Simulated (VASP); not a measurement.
A run of VASP 6.6.1 is set up as follows.

INCAR

```
SYSTEM = Cr
PREC = Accurate
ENCUT = 520
EDIFF = 1E-7
ISMEAR = 1
SIGMA = 0.1
LREAL = .False.
LASPH = .True.
NELM = 60
ALGO = Normal
ISIF = 2
LWAVE = .False.
LCHARG = .False.
NBANDS = 12
```

KPOINTS

```
Automatic mesh
0
Gamma
  16 16 16
  0 0 0
```

The input POSCAR:

```
Cr
1.0
   -1.3942485114      1.3942485114      1.3942485114
    1.3942485114     -1.3942485114      1.3942485114
    1.3942485114      1.3942485114     -1.3942485114
Cr
1
Direct
    0.0000000000      0.0000000000      0.0000000000
```

Potentials or basis: VASP PAW LDA potentials, release 64 (Cr_pv).

Command:

```sh
$ cat potpaw_LDA.64/Cr_pv/POTCAR > POTCAR
$ mpirun -np 1 vasp_std > vasp.out
```

Problem. What does it give for the band gap on the k mesh?

Solution. Zero (band 6 reaches 14.43 eV, above the bottom of band 7 at 10.72 eV).

Problem. Estimate the pressure.

Solution. 0.0 GPa.

Caveat: the run has no spin polarisation, though such a crystal can be magnetic. Spin polarisation is off, so any magnetic state and its effect on volume and gap are missing.
